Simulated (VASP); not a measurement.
# Fe (Im-3m) in VASP: further runs

Fe is run at these levels: r2SCAN; tasks: single point.

Program: VASP 6.6.1. These are calculated values, not measurements. Logs are shortened: lines on timing, memory, paths and dates and some standing lists are left out, and cuts for length are marked.

## (1) The cell of the first run

The structure is cubic, space group Im-3m (No. 229). Conventional cell: a = 2.713 Å, b = 2.713 Å, c = 2.713 Å, α = 90.00°, β = 90.00°, γ = 90.00°. Within 3.1 Å of Fe (site symmetry m-3m) lie 14 Fe at 2.35 to 2.71 Å.

## (2) Single point, r2SCAN

Input file POSCAR:

```
Fe
1.0
   -1.3563534165      1.3563534165      1.3563534165
    1.3563534165     -1.3563534165      1.3563534165
    1.3563534165      1.3563534165     -1.3563534165
Fe
1
Direct
    0.0000000000      0.0000000000      0.0000000000
```

Input file INCAR.step1:

```
PREC = Accurate ; ENCUT = 520
ISMEAR = -1 ; SIGMA = 0.1
LREAL = F ; LASPH = T
NELM = 80 ; NBANDS = 10
GGA = PE ; ALGO = Normal
EDIFF = 1E-4 ; LWAVE = T
LCHARG = F
```

Input file INCAR.step2:

```
PREC = Accurate ; ENCUT = 520
EDIFF = 1E-6 ; ISMEAR = -1
SIGMA = 0.1 ; LREAL = F
LASPH = T ; NELM = 80
ALGO = Normal ; ISIF = 2
LWAVE = F ; LCHARG = F
METAGGA = R2SCAN ; LMIXTAU = T
NBANDS = 10 ; ISTART = 1
```

Input file KPOINTS:

```
regular mesh
0
Gamma
  17 17 17
```

Potentials or basis: VASP PAW PBE potentials, release 64 (Fe).

The run is started by

```sh
$ cat potpaw_PBE.64/Fe/POTCAR > POTCAR
$ cp INCAR.step1 INCAR
$ mpirun -np 1 vasp_std > vasp.out
$ cp INCAR.step2 INCAR
$ mpirun -np 1 vasp_std > vasp.out
```

OUTCAR:

```text
PREC = Accurate
   ENCUT = 520
   EDIFF = 1E-6
   ISMEAR = -1
   LREAL = F
   LASPH = T
   NELM = 80
   ISIF = 2
   METAGGA = R2SCAN
   ISTART = 1

 ion  position               nearest neighbor table
   1  0.000  0.000  0.000-

  LATTYP: Found a body centered cubic cell.
 ALAT       =     2.7127068330

  Lattice vectors:

 A1 = (  -1.3563534165,   1.3563534165,   1.3563534165)
 A2 = (   1.3563534165,  -1.3563534165,   1.3563534165)
 A3 = (   1.3563534165,   1.3563534165,  -1.3563534165)

Analysis of symmetry for initial positions (statically):
=====================================================================
 Subroutine PRICEL returns:
 Original cell was already a primitive cell.

 Routine SETGRP: Setting up the symmetry group for a
 body centered cubic supercell.

 Subroutine GETGRP returns: Found 48 space group operations
 (whereof 48 operations were pure point group operations)
 out of a pool of 48 trial point group operations.

The static configuration has the point symmetry O_h .

Analysis of symmetry for dynamics (positions and initial velocities):
=====================================================================
 Subroutine PRICEL returns:
 Original cell was already a primitive cell.

 Routine SETGRP: Setting up the symmetry group for a
 body centered cubic supercell.

 Subroutine GETGRP returns: Found 48 space group operations
 (whereof 48 operations were pure point group operations)
 out of a pool of 48 trial point group operations.

The dynamic configuration has the point symmetry O_h .

 Subroutine INISYM returns: Found 48 space group operations
 (whereof 48 operations are pure point group operations),
 and found     1 'primitive' translations

----------------------------------------------------------------------------------------

                                     Primitive cell

  volume of cell :       9.9811

  direct lattice vectors                    reciprocal lattice vectors
    -1.356353416  1.356353416  1.356353416     0.000000000  0.368635485  0.368635485
     1.356353416 -1.356353416  1.356353416     0.368635485  0.000000000  0.368635485
     1.356353416  1.356353416 -1.356353416     0.368635485  0.368635485  0.000000000

  length of vectors
     2.349273030  2.349273030  2.349273030     0.521329303  0.521329303  0.521329303

  position of ions in fractional coordinates (direct lattice)
     0.000000000  0.000000000  0.000000000

  ion indices of the primitive-cell ions
   primitive index   ion index
                 1           1

----------------------------------------------------------------------------------------

 KPOINTS: regular mesh

Automatic generation of k-mesh.
 Grid dimensions read from file:
 generate k-points for:   17   17   17

 Generating k-lattice:

  Cartesian coordinates                     Fractional coordinates (reciprocal lattice)
     0.000000000  0.021684440  0.021684440     0.058823529  0.000000000  0.000000000
     0.021684440  0.000000000  0.021684440     0.000000000  0.058823529  0.000000000
     0.021684440  0.021684440  0.000000000     0.000000000  0.000000000  0.058823529

  Length of vectors
     0.030666430  0.030666430  0.030666430

  Shift w.r.t. Gamma in fractional coordinates (k-lattice)
     0.000000000  0.000000000  0.000000000

 Subroutine IBZKPT returns following result:
 ===========================================

 Found    165 irreducible k-points:

 Following reciprocal coordinates:
            Coordinates               Weight
  0.000000  0.000000  0.000000      1.000000
  0.058824  0.000000  0.000000     12.000000
  0.117647  0.000000  0.000000     12.000000
  0.176471  0.000000  0.000000     12.000000
  0.235294  0.000000  0.000000     12.000000
  0.294118  0.000000  0.000000     12.000000
[... 16 lines left out ...]
  0.411765  0.117647 -0.000000     48.000000
  0.176471  0.176471  0.000000     24.000000
 [... further k-points ...]
   k-points           NKPTS =    165   k-points in BZ     NKDIM =    165   number of bands    NBANDS=     10
   number of dos      NEDOS =    301   number of ions     NIONS =      1
   total plane-waves  NPLWV =   5832
   dimension x,y,z NGX =    18 NGY =   18 NGZ =   18
   dimension x,y,z NGXF=    36 NGYF=   36 NGZF=   36
   ions per type =               1
   NGX,Y,Z   is equivalent  to a cutoff of  12.74, 12.74, 12.74 a.u.
   NGXF,Y,Z  is equivalent  to a cutoff of  25.48, 25.48, 25.48 a.u.
 SYSTEM =  unknown system
   PREC   = accura    normal or accurate (medium, high low for compatibility)
   ISTART =      1    job   : 0-new  1-cont  2-samecut
   ICHARG =      0    charge: 1-file 2-atom 10-const
   ISPIN  =      1    spin polarized calculation?
   LNONCOLLINEAR =      F non collinear calculations
   LSORBIT =      F    spin-orbit coupling
   LASPH  =      T    aspherical Exc in radial PAW
   ENCUT  =  520.0 eV  38.22 Ry    6.18 a.u.   4.37  4.37  4.37*2*pi/ulx,y,z
   NELM   =     80;   NELMIN=  2; NELMDL=  0     # of ELM steps
   EDIFF  = 0.1E-05   stopping-criterion for ELM
   LREAL  =      F    real-space projection
   EDIFFG = 0.1E-04   stopping-criterion for IOM
   NSW    =      0    number of steps for IOM
   IBRION =     -1    ionic relax: 0-MD 1-quasi-New 2-CG
   NFREE  =      0    steps in history (QN), initial steepest desc. (CG)
   ISIF   =      2    stress and relaxation
   ISYM   =      2    0-nonsym 1-usesym 2-fastsym
   POTIM  = 0.5000    time-step for ionic-motion
   TEBEG  =    0.0;   TEEND  =   0.0 temperature during run
   PSTRESS=    0.0 pullay stress
   NELECT =       8.0000    total number of electrons
   NUPDOWN=      -1.0000    fix difference up-down
   EMIN   =  10.00;   EMAX   =-10.00  energy-range for DOS
   EFERMI =   0.00;   METHOD = LEGACY
   ISMEAR =    -1;   SIGMA  =   0.10  broadening in eV -4-tet -1-fermi 0-gaus
   EFERMI_NEDOS =   21; number of points for ismear=-14 and -15
   IALGO  =     38    algorithm
   IMIX   =      4    mixing-type and parameters
     AMIX     =   0.40;   BMIX     =  1.00
     AMIX_MAG =   1.60;   BMIX_MAG =  1.00
  volume/ion in A,a.u.               =       9.98        67.36
  Fermi-wavevector in a.u.,A,eV,Ry     =   1.520706  2.873718 31.464114  2.312547
  Thomas-Fermi vector in A             =   2.629520
   LORBIT       =      0    0 simple, 1 ext, 2 COOP (PROOUT), +10 PAW based schemes
   METAGGA = R2SCAN    functional components
   LHFCALC =     F    Hartree Fock is set to
   AEXX    =    0.0000 exact exchange contribution
   IVDW    =     0    specifies the selected vdW correction
   LEPSILON=     F    determine dielectric tensor
   LRPA    =     F    only Hartree local field effects (RPA)
 non-spin polarized calculation
  energy-cutoff  :      520.00
  volume of cell :        9.98
 maximum number of plane-waves:       276
 NGX is ok and might be reduce to    18
   NGX =  9   NGY =  9   NGZ =  9

 number of electron       7.9999997 magnetization

 Free energy of the ion-electron system (eV)
  ---------------------------------------------------
  ext. energy  EPLUGINS =         0.00000000
  ---------------------------------------------------
  free energy    TOTEN  =       -13.34178581 eV

  energy without entropy =      -13.25133697  energy(sigma->0) =      -13.29656139

 E-fermi :   7.1912     XC(G=0): -15.1665

 val. band max:        7.1903265375   @ k =   0.0000   0.0000   0.0000
 cond. band min:       7.1946047258   @ k =   0.0588   0.0000   0.0000
 fundamental gap:      0.0042781883
 Fermi energy:         7.1912149459

 k-point     1 :       0.0000    0.0000    0.0000
  band No.  band energies     occupation
      1      -2.5254      2.00000
      2       5.1276      2.00000
      3       5.1276      2.00000
      4       5.1277      2.00000
      5       7.1903      1.00445
      6       7.1903      1.00444
      7      34.5646      0.00000
      8      34.5646      0.00000
      9      34.5646      0.00000
     10      40.7941      0.00000

 k-point     2 :       0.0588    0.0000    0.0000
  band No.  band energies     occupation
      1      -2.3590      2.00000
      2       5.0741      2.00000
      3       5.1210      2.00000
      4       5.2264      2.00000
      5       7.1333      1.28185
      6       7.1946      0.98305
      7      33.6273      0.00000
      8      34.3689      0.00000
      9      34.5053      0.00000
     10      40.4215      0.00000

 k-point     3 :       0.1176    0.0000    0.0000
  band No.  band energies     occupation
      1      -1.8722      2.00000
      2       4.9225      2.00000
      3       5.0866      2.00000
      4       5.5144      2.00000
      5       6.9996      1.74334
      6       7.2088      0.91208
      7      31.5014      0.00000
      8      33.6757      0.00000
      9      34.3553      0.00000
     10      40.1420      0.00000

 k-point     4 :       0.1765    0.0000    0.0000
  band No.  band energies     occupation
      1      -1.1077      2.00000
      2       4.6981      2.00000
      3       5.0006      2.00000
      4       5.9671      1.99999
      5       6.8809      1.91404
      6       7.2361      0.77936
      7      28.8682      0.00000
      8      32.4972      0.00000
      9      34.1700      0.00000
     10      37.9918      0.00000
[... 222 lines left out ...]
 k-point    22 :       0.3529    0.1176    0.0000
  band No.  band energies     occupation
      1       2.0189      2.00000
      2       3.8133      2.00000
      3       5.4761      2.00000
      4       7.0310      1.66465
      5       7.6406      0.02210
      6       9.4167      0.00000
      7      18.3632      0.00000
      8      25.6468      0.00000
      9      30.1458      0.00000
     10      35.3244      0.00000

 k-point    23 :       0.4118    0.1176   -0.0000
  band No.  band energies     occupation
      1       2.0472      2.00000
      2       3.7360      2.00000
      3       5.8919      2.00000
      4       7.0842      1.48925
      5       7.7700      0.00611
      6      10.1426      0.00000
      7      16.8102      0.00000
      8      25.3051      0.00000
      9      29.6760      0.00000
     10      35.2941      0.00000

 k-point    24 :       0.1765    0.1765    0.0000
  band No.  band energies     occupation
      1       1.1518      2.00000
      2       4.2600      2.00000
      3       4.3945      2.00000
      4       6.7114      1.98365
      5       7.4102      0.20130
      6       7.8099      0.00410
      7      24.6044      0.00000
      8      25.9817      0.00000
      9      32.3810      0.00000
     10      35.7846      0.00000

 [... further k-points ...]

------------------------ aborting loop because EDIFF is reached ----------------------------------------

  FORCE on cell =-STRESS in cart. coord.  units (eV):
  Direction    XX          YY          ZZ          XY          YZ          ZX
  --------------------------------------------------------------------------------------
  -------------------------------------------------------------------------------------
  Total        0.4089647      0.4089647      0.4089647      0.0000000      0.0000000     -0.0000000
  in kB       65.6474416     65.6474416     65.6474416      0.0000000      0.0000000     -0.0000000
  external PRESSURE =      65.6474416 kB  Pullay stress =       0.0000000 kB

 VOLUME and BASIS-vectors are now :
 -----------------------------------------------------------------------------
  energy-cutoff  :      520.00
  volume of cell :        9.98
      direct lattice vectors                 reciprocal lattice vectors
    -1.356353416  1.356353416  1.356353416     0.000000000  0.368635485  0.368635485
     1.356353416 -1.356353416  1.356353416     0.368635485  0.000000000  0.368635485
     1.356353416  1.356353416 -1.356353416     0.368635485  0.368635485  0.000000000

 POSITION                                       TOTAL-FORCE (eV/Angst)
 -----------------------------------------------------------------------------------
      0.00000      0.00000      0.00000         0.000000      0.000000      0.000000
 -----------------------------------------------------------------------------------
    total drift:                                0.000000      0.000000      0.000000

  FREE ENERGIE OF THE ION-ELECTRON SYSTEM (eV)
  ---------------------------------------------------
  free  energy   TOTEN  =       -13.3417858074 eV

  energy  without entropy=      -13.2513369702  energy(sigma->0) =      -13.29656139
```

It took 58 s on 1 thread of Intel Xeon Platinum 8259CL at 2.50GHz (Skylake/Cascade Lake), shared host; peak memory 0.13 GiB.

Results:

```yaml
Free_energy: -13.3418 eV
Pressure: 6.6 GPa
Band_gap_on_the_k_mesh: zero (band 4 reaches 8.17 eV, above the bottom of band 5 at 5.96 eV)
```

Levels at points of the mesh, in eV from the Fermi level:
```
           k point  band 2  band 3  band 4  band 5  band 6  band 7
(0.00, 0.00, 0.00)   -2.06   -2.06   -2.06    0.00    0.00   27.37
```

Caveat: the PAW data sets were made with another functional, which shifts forces and pressure a little; the run has no spin polarisation, though such a crystal can be magnetic.

## (3) Single point, r2SCAN

This run uses another cell than the first one, of 10.30 Å³/atom, 1.032 times its volume.

Input file POSCAR:

```
Fe
1.0
   -1.3704831148      1.3704831148      1.3704831148
    1.3704831148     -1.3704831148      1.3704831148
    1.3704831148      1.3704831148     -1.3704831148
Fe
1
Direct
    0.0000000000      0.0000000000      0.0000000000
```

Input file INCAR.step1:

```
SYSTEM = Fe
PREC = Accurate
ENCUT = 520
ISMEAR = -1
SIGMA = 0.1
LREAL = .FALSE.
LASPH = .TRUE.
NELM = 100
NBANDS = 10
GGA = PE
ALGO = Normal
EDIFF = 1E-4
LWAVE = .TRUE.
LCHARG = .FALSE.
```

Input file INCAR.step2:

```
SYSTEM = Fe
PREC = Accurate
ENCUT = 520
EDIFF = 1E-6
ISMEAR = -1
SIGMA = 0.1
LREAL = .FALSE.
LASPH = .TRUE.
NELM = 100
ALGO = Normal
ISIF = 2
LWAVE = .FALSE.
LCHARG = .FALSE.
METAGGA = R2SCAN
LMIXTAU = .TRUE.
NBANDS = 10
ISTART = 1
```

Input file KPOINTS:

```
Automatic mesh
0
G
  17 17 17
  0 0 0
```

Potentials or basis: VASP PAW PBE potentials, release 64 (Fe).

The run is started by

```sh
$ cat potpaw_PBE.64/Fe/POTCAR > POTCAR
$ cp INCAR.step1 INCAR
$ mpirun -np 1 vasp_std > vasp.out
$ cp INCAR.step2 INCAR
$ mpirun -np 1 vasp_std > vasp.out
```

It took 70 s on 1 thread of Intel Xeon Platinum 8259CL at 2.50GHz (Skylake/Cascade Lake), shared host; peak memory 0.13 GiB.

The run converged. Its results:

| Item | Value |
| --- | --- |
| Free energy | -13.3453 eV |
| Pressure | -2.8 GPa |
| Band gap on the k mesh | zero (band 4 reaches 7.76 eV, above the bottom of band 5 at 5.65 eV) |

Levels at points of the mesh, in eV from the Fermi level:
```csv
k point,band 1,band 2,band 3,band 4,band 5,band 6,band 7,band 8
"(0.00, 0.00, 0.00)",-9.52,-1.98,-1.98,-1.98,0.01,0.01,27.05,27.05
```

Caveat: the PAW data sets were made with another functional, which shifts forces and pressure a little; the run has no spin polarisation, though such a crystal can be magnetic. Spin polarisation is off, so any magnetic state and its effect on volume and gap are missing.

(Continued in part 2 of 2.)
